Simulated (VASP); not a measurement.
# Be16CO in VASP: notebook

Be16CO is run at these levels: PBE; tasks: single point.

All numbers are computed with VASP 6.6.1; they aren't measurements. Logs are shortened: lines on timing, memory, paths and dates and some standing lists are left out, and cuts for length are marked.

### 1 The cell of the first run

The cell holds a slab with vacuum, 18 atoms: a = 4.525 Å, b = 4.525 Å, c = 23.476 Å, α = 90.00°, β = 90.00°, γ = 120.00°.

### 2 Single point, PBE

File INCAR:

```
SYSTEM = Be16CO
PREC     = Accurate       ! precision mode
ENCUT    = 520            ! plane-wave cutoff, eV
EDIFF    = 1E-6           ! SCF threshold, eV
ISMEAR   = 0              ! smearing method
SIGMA    = 0.1            ! smearing width, eV
LREAL    = Auto         
LASPH    = .True.         ! aspherical terms in the spheres
NELM     = 60             ! most SCF steps
ALGO     = Normal         ! electronic algorithm
ISIF     = 2              ! what is computed and relaxed
LWAVE    = .False.        ! write WAVECAR
LCHARG   = .True.         ! write CHGCAR
LDIPOL   = .True.       
IDIPOL   = 3            
DIPOL    = 0.5 0.5 0.309
GGA      = PE             ! functional
LELF     = .True.         ! ELF
LVHAR    = .True.       
LVACPOTAV= .True.       
NBANDS   = 36             ! bands
```

File KPOINTS:

```
regular mesh
0
Gamma
  6 6 1
  0 0 0
```

File POSCAR:

```
Be16CO
1.0
    4.5254381410      0.0000000000      0.0000000000
   -2.2627190705      3.9191443934      0.0000000000
    0.0000000000      0.0000000000     23.4761687145
Be C O
16 1 1
Direct
    0.3333333333      0.1666666667      0.1703855535
    0.3333333333      0.6666666667      0.1703855535
    0.8333333333      0.1666666667      0.1703855535
    0.8333333333      0.6666666667      0.1703855535
    0.1666666667      0.3333333333      0.2463521558
    0.1666666667      0.8333333333      0.2463521558
    0.6666666667      0.3333333333      0.2463521558
    0.6666666667      0.8333333333      0.2463521558
    0.3333333333      0.1666666667      0.3241941575
    0.3333333333      0.6666666667      0.3241941575
    0.8333333333      0.1666666667      0.3241941575
    0.8333333333      0.6666666667      0.3241941575
    0.1666666667      0.3333333333      0.4036505628
    0.1666666667      0.8333333333      0.4036505628
    0.6666666667      0.3333333333      0.4036505628
    0.6666666667      0.8333333333      0.4036505628
    0.1666666667      0.3333333333      0.4828798452
    0.2948310525      0.2051689475      0.5075857504
```

Potentials or basis: VASP PAW PBE potentials, release 64 (Be, C, O).

On the command line:

```sh
$ cat potpaw_PBE.64/Be/POTCAR potpaw_PBE.64/C/POTCAR potpaw_PBE.64/O/POTCAR > POTCAR
$ mpirun -np 1 vasp_std > vasp.out
```

OUTCAR:

```text
SYSTEM = Be16CO
   PREC = Accurate
   ENCUT = 520
   EDIFF = 1E-6
   ISMEAR = 0
   LREAL = Auto
   LASPH = .True.
   NELM = 60
   ISIF = 2
   GGA = PE

 ion  position               nearest neighbor table
   1  0.333  0.167  0.170-   5 2.21   7 2.21   6 2.21   3 2.26   3 2.26   2 2.26   2 2.26   4 2.26
                             4 2.26
   2  0.333  0.667  0.170-   6 2.21   8 2.21   5 2.21   4 2.26   4 2.26   3 2.26   1 2.26   1 2.26
                             3 2.26
   3  0.833  0.167  0.170-   7 2.21   5 2.21   8 2.21   1 2.26   1 2.26   2 2.26   4 2.26   4 2.26
                             2 2.26
   4  0.833  0.667  0.170-   8 2.21   6 2.21   7 2.21   2 2.26   2 2.26   1 2.26   3 2.26   3 2.26
                             1 2.26
   5  0.167  0.333  0.246-   1 2.21   3 2.21   2 2.21   9 2.25  11 2.25  10 2.25   7 2.26   7 2.26
                             6 2.26   6 2.26   8 2.26   8 2.26
   6  0.167  0.833  0.246-   2 2.21   4 2.21   1 2.21  10 2.25  12 2.25   9 2.25   8 2.26   8 2.26
                             7 2.26   5 2.26   5 2.26   7 2.26
   7  0.667  0.333  0.246-   3 2.21   1 2.21   4 2.21  11 2.25   9 2.25  12 2.25   5 2.26   5 2.26
                             6 2.26   8 2.26   8 2.26   6 2.26
   8  0.667  0.833  0.246-   4 2.21   2 2.21   3 2.21  12 2.25  10 2.25  11 2.25   6 2.26   6 2.26
                             5 2.26   7 2.26   7 2.26   5 2.26
   9  0.333  0.167  0.324-   5 2.25   7 2.25   6 2.25  11 2.26  11 2.26  12 2.26  10 2.26  10 2.26
                            12 2.26  13 2.28  15 2.28  14 2.28
  10  0.333  0.667  0.324-   6 2.25   8 2.25   5 2.25  12 2.26  12 2.26   9 2.26   9 2.26  11 2.26
                            11 2.26  14 2.28  16 2.28  13 2.28
  11  0.833  0.167  0.324-   7 2.25   5 2.25   8 2.25   9 2.26   9 2.26  12 2.26  12 2.26  10 2.26
                            10 2.26  15 2.28  13 2.28  16 2.28
  12  0.833  0.667  0.324-   8 2.25   6 2.25   7 2.25  10 2.26  10 2.26  11 2.26  11 2.26   9 2.26
                             9 2.26  16 2.28  14 2.28  15 2.28
  13  0.167  0.333  0.404-  17 1.86  15 2.26  15 2.26  14 2.26  14 2.26  16 2.26  16 2.26   9 2.28
                            11 2.28  10 2.28
  14  0.167  0.833  0.404-  16 2.26  16 2.26  13 2.26  13 2.26  15 2.26  15 2.26  10 2.28  12 2.28
                             9 2.28
  15  0.667  0.333  0.404-  13 2.26  13 2.26  16 2.26  16 2.26  14 2.26  14 2.26  11 2.28   9 2.28
                            12 2.28
  16  0.667  0.833  0.404-  14 2.26  14 2.26  15 2.26  15 2.26  13 2.26  13 2.26  12 2.28  10 2.28
                            11 2.28
  17  0.167  0.333  0.483-  18 1.16  13 1.86
  18  0.295  0.205  0.508-  17 1.16

  LATTYP: Found a hexagonal cell.
 ALAT       =     4.5254381410
 C/A-ratio  =     5.1876012848

  Lattice vectors:

 A1 = (   4.5254381410,   0.0000000000,   0.0000000000)
 A2 = (  -2.2627190705,   3.9191443934,   0.0000000000)
 A3 = (   0.0000000000,   0.0000000000,  23.4761687145)

Analysis of symmetry for initial positions (statically):
=====================================================================
 Subroutine PRICEL returns:
 Original cell was already a primitive cell.

 Routine SETGRP: Setting up the symmetry group for a
 hexagonal supercell.

 Subroutine GETGRP returns: Found  2 space group operations
 (whereof  1 operations were pure point group operations)
 out of a pool of 24 trial point group operations.

The static configuration has the point symmetry C_1 .
 The point group associated with its full space group is C_1h.

Analysis of symmetry for dynamics (positions and initial velocities):
=====================================================================
 Subroutine PRICEL returns:
 Original cell was already a primitive cell.

 Routine SETGRP: Setting up the symmetry group for a
 hexagonal supercell.

 Subroutine GETGRP returns: Found  2 space group operations
 (whereof  1 operations were pure point group operations)
 out of a pool of 24 trial point group operations.

The dynamic configuration has the point symmetry C_1 .
 The point group associated with its full space group is C_1h.

 Subroutine INISYM returns: Found  2 space group operations
 (whereof  1 operations are pure point group operations),
 and found     1 'primitive' translations

----------------------------------------------------------------------------------------

                                     Primitive cell

  volume of cell :     416.3697

  direct lattice vectors                    reciprocal lattice vectors
     4.525438141  0.000000000  0.000000000     0.220973079  0.127578867  0.000000000
    -2.262719071  3.919144393  0.000000000     0.000000000  0.255157733  0.000000000
     0.000000000  0.000000000 23.476168715     0.000000000  0.000000000  0.042596388

  length of vectors
     4.525438141  4.525438141 23.476168715     0.255157733  0.255157733  0.042596388

  position of ions in fractional coordinates (direct lattice)
     0.333333333  0.166666667  0.170385553
     0.333333333  0.666666667  0.170385553
     0.833333333  0.166666667  0.170385553
     0.833333333  0.666666667  0.170385553
     0.166666667  0.333333333  0.246352156
     0.166666667  0.833333333  0.246352156
[... 10 lines left out ...]
     0.166666667  0.333333333  0.482879845
     0.294831053  0.205168947  0.507585750

  ion indices of the primitive-cell ions
   primitive index   ion index
                 1           1
                 2           2
                 3           3
                 4           4
                 5           5
                 6           6
[... 10 lines left out ...]
                17          17
                18          18

----------------------------------------------------------------------------------------

 KPOINTS: regular mesh

Automatic generation of k-mesh.
 Grid dimensions read from file:
 generate k-points for:    6    6    1

 Generating k-lattice:

  Cartesian coordinates                     Fractional coordinates (reciprocal lattice)
     0.036828847  0.021263144  0.000000000     0.166666667  0.000000000  0.000000000
     0.000000000  0.042526289  0.000000000     0.000000000  0.166666667  0.000000000
     0.000000000  0.000000000  0.042596388     0.000000000  0.000000000  1.000000000

  Length of vectors
     0.042526289  0.042526289  0.042596388

  Shift w.r.t. Gamma in fractional coordinates (k-lattice)
     0.000000000  0.000000000  0.000000000

 Subroutine IBZKPT returns following result:
 ===========================================

 Found     13 irreducible k-points:

 Following reciprocal coordinates:
            Coordinates               Weight
  0.000000  0.000000  0.000000      1.000000
  0.166667  0.000000  0.000000      4.000000
 -0.166667  0.166667  0.000000      2.000000
  0.333333  0.000000  0.000000      4.000000
 -0.333333  0.333333  0.000000      2.000000
  0.500000  0.000000  0.000000      2.000000
  0.500000  0.500000  0.000000      1.000000
  0.166667  0.166667  0.000000      2.000000
 -0.166667  0.333333  0.000000      4.000000
  0.333333  0.166667  0.000000      4.000000
 -0.166667  0.500000  0.000000      4.000000
  0.500000  0.333333  0.000000      4.000000
  0.333333  0.333333  0.000000      2.000000
   k-points           NKPTS =     13   k-points in BZ     NKDIM =     13   number of bands    NBANDS=     36
   number of dos      NEDOS =    301   number of ions     NIONS =     18
   total plane-waves  NPLWV = 233280
   dimension x,y,z NGX =    36 NGY =   36 NGZ =  180
   dimension x,y,z NGXF=    72 NGYF=   72 NGZF=  360
   ions per type =              16   1   1
   NGX,Y,Z   is equivalent  to a cutoff of  13.22, 13.22, 12.75 a.u.
   NGXF,Y,Z  is equivalent  to a cutoff of  26.45, 26.45, 25.49 a.u.
 SYSTEM =  Be16CO
   PREC   = accura    normal or accurate (medium, high low for compatibility)
   ISTART =      0    job   : 0-new  1-cont  2-samecut
   ICHARG =      2    charge: 1-file 2-atom 10-const
   ISPIN  =      1    spin polarized calculation?
   LNONCOLLINEAR =      F non collinear calculations
   LSORBIT =      F    spin-orbit coupling
   LASPH  =      T    aspherical Exc in radial PAW
   ENCUT  =  520.0 eV  38.22 Ry    6.18 a.u.   8.41  8.41 43.65*2*pi/ulx,y,z
   NELM   =     60;   NELMIN=  2; NELMDL= -5     # of ELM steps
   EDIFF  = 0.1E-05   stopping-criterion for ELM
   LREAL  =      T    real-space projection
   EDIFFG = 0.1E-04   stopping-criterion for IOM
   NSW    =      0    number of steps for IOM
   IBRION =     -1    ionic relax: 0-MD 1-quasi-New 2-CG
   NFREE  =      0    steps in history (QN), initial steepest desc. (CG)
   ISIF   =      2    stress and relaxation
   ISYM   =      2    0-nonsym 1-usesym 2-fastsym
   POTIM  = 0.5000    time-step for ionic-motion
   TEBEG  =    0.0;   TEEND  =   0.0 temperature during run
   PSTRESS=    0.0 pullay stress
   NELECT =      42.0000    total number of electrons
   NUPDOWN=      -1.0000    fix difference up-down
   EMIN   =  10.00;   EMAX   =-10.00  energy-range for DOS
   EFERMI =   0.00;   METHOD = LEGACY
   ISMEAR =     0;   SIGMA  =   0.10  broadening in eV -4-tet -1-fermi 0-gaus
   EFERMI_NEDOS =   21; number of points for ismear=-14 and -15
   IALGO  =     38    algorithm
   IMIX   =      4    mixing-type and parameters
     AMIX     =   0.40;   BMIX     =  1.00
     AMIX_MAG =   1.60;   BMIX_MAG =  1.00
  volume/ion in A,a.u.               =      23.13       156.10
  Fermi-wavevector in a.u.,A,eV,Ry     =   0.762076  1.440115  7.901715  0.580760
  Thomas-Fermi vector in A             =   1.861457
   LORBIT       =      0    0 simple, 1 ext, 2 COOP (PROOUT), +10 PAW based schemes
   GGA     = PE    functional components
   LHFCALC =     F    Hartree Fock is set to
   AEXX    =    0.0000 exact exchange contribution
   IVDW    =     0    specifies the selected vdW correction
   LEPSILON=     F    determine dielectric tensor
   LRPA    =     F    only Hartree local field effects (RPA)
 non-spin polarized calculation
 Gauss-broadening in eV      SIGMA  =   0.10
  energy-cutoff  :      520.00
  volume of cell :      416.37
 maximum number of plane-waves:     11313
 NGX is ok and might be reduce to    36
   NGX = 17   NGY = 17   NGZ = 87

 dipolmoment           0.000000      0.000000      0.195388 electrons x Angstroem

 number of electron      41.9999998 magnetization

 dipolmoment           0.000000      0.000000     -0.057722 electrons x Angstroem

 Free energy of the ion-electron system (eV)
  ---------------------------------------------------
  ext. energy  EPLUGINS =         0.00000000
  ---------------------------------------------------
  free energy    TOTEN  =       -70.28601903 eV

  energy without entropy =      -70.24524666  energy(sigma->0) =      -70.26563284

 E-fermi :  -1.1114     XC(G=0):  -4.6099

 val. band max:       -1.1152551529   @ k =   0.5000   0.3333   0.0000
 cond. band min:      -1.1112758564   @ k =   0.3333   0.1667   0.0000
 fundamental gap:      0.0039792964
 Fermi energy:        -1.1113987209

 k-point     1 :       0.0000    0.0000    0.0000
  band No.  band energies     occupation
      1     -25.3330      2.00000
      2     -11.2201      2.00000
      3     -10.7390      2.00000
      4      -9.8382      2.00000
      5      -8.7563      2.00000
      6      -7.9604      2.00000
[... 457 lines left out ...]
     32       4.4637      0.00000
     33       4.9209      0.00000
 [bands above 33 left out]

------------------------ aborting loop because EDIFF is reached ----------------------------------------

  FORCE on cell =-STRESS in cart. coord.  units (eV):
  Direction    XX          YY          ZZ          XY          YZ          ZX
  --------------------------------------------------------------------------------------
  -------------------------------------------------------------------------------------
  Total       -5.5430186     -5.3989808      3.9677829      0.1247404     -0.6200863      1.0740166
  in kB      -21.3293586    -20.7751058     15.2679020      0.4799971     -2.3860722      4.1327816
  external PRESSURE =      -8.9455208 kB  Pullay stress =       0.0000000 kB

 VOLUME and BASIS-vectors are now :
 -----------------------------------------------------------------------------
  energy-cutoff  :      520.00
  volume of cell :      416.37
      direct lattice vectors                 reciprocal lattice vectors
     4.525438141  0.000000000  0.000000000     0.220973079  0.127578867  0.000000000
    -2.262719071  3.919144393  0.000000000     0.000000000  0.255157733  0.000000000
     0.000000000  0.000000000 23.476168715     0.000000000  0.000000000  0.042596388

 POSITION                                       TOTAL-FORCE (eV/Angst)
 -----------------------------------------------------------------------------------
      1.13136      0.65319      4.00000        -0.035835      0.020689     -0.211530
     -0.00000      2.61276      4.00000        -0.029712     -0.052048     -0.169804
      3.39408      0.65319      4.00000         0.030219      0.051756     -0.169804
      2.26272      2.61276      4.00000         0.032527     -0.018779     -0.205756
      0.00000      1.30638      5.78340        -0.024976      0.014420      0.479617
     -1.13136      3.26595      5.78340        -0.020270     -0.027932      0.273315
[... 10 lines left out ...]
      0.00000      1.30638     11.33617         0.725175     -0.418680     -0.628242
      0.87000      0.80409     11.91617        -0.129624      0.074839      2.097246
 -----------------------------------------------------------------------------------
    total drift:                               -0.001993      0.001151     -0.009764

  FREE ENERGIE OF THE ION-ELECTRON SYSTEM (eV)
  ---------------------------------------------------
  free  energy   TOTEN  =       -70.2860190268 eV

  energy  without entropy=      -70.2452466584  energy(sigma->0) =      -70.26563284

 vacuum level on the upper side and lower side of the slab         3.622         4.211
```

Wall time 10 min (1 thread of AMD EPYC 9R45 (Zen 5), shared host); peak memory 0.52 GiB.

What came out:

- Free energy: -70.2860 eV
- Largest force: 2.103 eV/Å
- Band gap on the k mesh: zero (band 21 reaches -0.62 eV, above the bottom of band 22 at -1.99 eV)

Forces on the atoms (eV/Å):
```
Be  -0.036  0.021 -0.212
Be  -0.030 -0.052 -0.170
Be   0.030  0.052 -0.170
Be   0.033 -0.019 -0.206
Be  -0.025  0.014  0.480
Be  -0.020 -0.028  0.273
Be   0.014  0.032  0.273
Be   0.040 -0.023  0.111
Be   0.151 -0.087 -0.050
Be  -0.023  0.142  0.091
Be  -0.135 -0.051  0.091
Be  -0.021  0.012 -0.172
Be  -0.362  0.209  0.080
Be  -0.110  0.162 -0.728
Be  -0.195  0.014 -0.728
Be   0.093 -0.054 -0.435
C    0.725 -0.419 -0.628
O   -0.130  0.075  2.097
```

### 3 Single point, PBE

File INCAR:

```
SYSTEM = Be16CO
PREC = Accurate
ENCUT = 520
EDIFF = 1E-6
ISMEAR = 0
SIGMA = 0.1
LREAL = Auto
LASPH = .TRUE.
NELM = 100
ALGO = Normal
ISIF = 2
LWAVE = .FALSE.
LCHARG = .TRUE.
LDIPOL = .TRUE.
IDIPOL = 3
DIPOL = 0.5 0.5 0.312
GGA = PE
LELF = .TRUE.
LVHAR = .TRUE.
LVACPOTAV = .TRUE.
NBANDS = 36
```

File KPOINTS:

```
regular mesh
0
G
  6 6 1
  0 0 0
```

POSCAR, as its differences from that of step 2:

```diff
@@ -24,3 +24,3 @@
     0.6666666667      0.8333333333      0.4036505628
-    0.1666666667      0.3333333333      0.4828798452
-    0.2948310525      0.2051689475      0.5075857504
+    0.1666666667      0.3333333333      0.5088636421
+    0.2948310525      0.2051689475      0.5335695474
```

Potentials or basis: VASP PAW PBE potentials, release 64 (Be, C, O).

On the command line:

```sh
$ cat potpaw_PBE.64/Be/POTCAR potpaw_PBE.64/C/POTCAR potpaw_PBE.64/O/POTCAR > POTCAR
$ mpirun -np 1 vasp_std > vasp.out
```

Wall time 8 min (1 thread of AMD EPYC 9R45 (Zen 5), shared host); peak memory 0.51 GiB.

Results (log left out):

* Free energy: -70.7597 eV
* Largest force: 1.300 eV/Å
* Band gap on the k mesh: zero (band 21 reaches -0.72 eV, above the bottom of band 22 at -2.86 eV)

Forces in eV/Å, atoms in the order of the input:
```
Be  -0.021  0.012 -0.210
Be  -0.006 -0.018 -0.187
Be   0.013  0.014 -0.187
Be   0.013 -0.008 -0.213
Be   0.000  0.000  0.322
Be  -0.001 -0.001  0.255
Be   0.001  0.001  0.255
Be   0.000  0.000  0.194
Be   0.074 -0.043 -0.068
Be   0.002  0.067  0.027
Be  -0.057 -0.035  0.027
Be  -0.017  0.010 -0.104
Be  -0.019  0.011  0.260
Be  -0.024  0.099 -0.301
Be  -0.097 -0.029 -0.301
Be   0.041 -0.023 -0.232
C    0.960 -0.554  0.679
O   -0.861  0.497 -0.215
```

Levels at points of the mesh, in eV from the Fermi level:
| k point | band 20 | band 21 | band 22 | band 23 | band 24 | band 25 |
| --- | --- | --- | --- | --- | --- | --- |
| (0.00, 0.00, 0.00) | -1.73 | -1.69 | -1.56 | 2.15 | 2.67 | 2.97 |
| (0.50, 0.00, 0.00) | 0.06 | 0.36 | 0.78 | 0.84 | 2.54 | 2.98 |
| (0.50, 0.50, 0.00) | 0.11 | 0.34 | 0.79 | 0.84 | 3.00 | 3.02 |
